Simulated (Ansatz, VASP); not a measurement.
**Two plane-wave programs on Ir**

File INCAR:

```
PREC     = Accurate       # precision mode
ENCUT    = 600            # plane-wave cutoff, eV
EDIFF    = 1E-6           # SCF threshold, eV
ISMEAR   = -1             # smearing method
SIGMA    = 0.1            # smearing width, eV
LREAL    = False          # projectors in reciprocal space
LASPH    = True           # aspherical terms in the spheres
NELM     = 100            # most SCF steps
ALGO     = Normal         # electronic algorithm
ISIF     = 3              # what is computed and relaxed
LWAVE    = False          # write WAVECAR
LCHARG   = False          # write CHGCAR
GGA      = RE             # functional
IBRION   = 2              # ionic algorithm
NSW      = 80             # ionic steps
EDIFFG   = -0.01          # ionic threshold
```

The input KPOINTS:

```
Automatic mesh
0
Gamma
  14 14 14
```

POSCAR

```
Ir
1.0
    0.0000000000      1.9197000000      1.9197000000
    1.9197000000      0.0000000000      1.9197000000
    1.9197000000      1.9197000000      0.0000000000
Ir
1
Direct
    0.0000000000      0.0000000000      0.0000000000
```

Input for Ansatz:

```yaml
crystal:
  lattice:
    - [0.0, 1.9197, 1.9197]
    - [1.9197, 0.0, 1.9197]
    - [1.9197, 1.9197, 0.0]
  atoms:
    - { symbol: Ir, position: [0.0, 0.0, 0.0] }
hamiltonian:
  xc: revpbe
  pseudopotentials:
    kind: paw
    azcp:
      Ir: "pseudopotentials/Ir.paw.azcp"
basis:
  ecutwfc: 420
  fft_grid_basis: typed
kpoints:
  mp_grid: { grid: [14, 14, 14], shift: [0, 0, 0] }
magnetization:
  spin_polarized: false
scf:
  occupations: { method: fermi_dirac, width: 0.1 }
relax:
  max_steps: 60
  f_tol: 0.01
  cell: {}
```

Alike in both runs: task relaxation of cell and atoms; functional revPBE; k mesh 14 × 14 × 14; occupations fermi-dirac, width 0.1 eV; no spin polarisation.

|  | VASP | Ansatz |
| --- | --- | --- |
| version | VASP 6.6.1 | Ansatz 0.2.0 |
| potentials or method | VASP PAW PBE potentials, release 64 (Ir), cutoff 600 eV | plane waves (420 eV) with PAW, scalar-relativistic |
| valence electrons in the cell | 9 | 17 |

```csv
,VASP,Ansatz,Ansatz less VASP
relaxed volume (Å³/atom),14.66,14.64,-0.022
relaxed cell length with the largest relative difference (Å),2.747,2.746,-0.0014
```

VASP's potentials were made for PBE, not for revPBE. VASP's potentials hold 9 valence electrons a cell and Ansatz's 17, so a difference there can come from the potentials and not from the codes.

Spin-orbit coupling is off throughout.
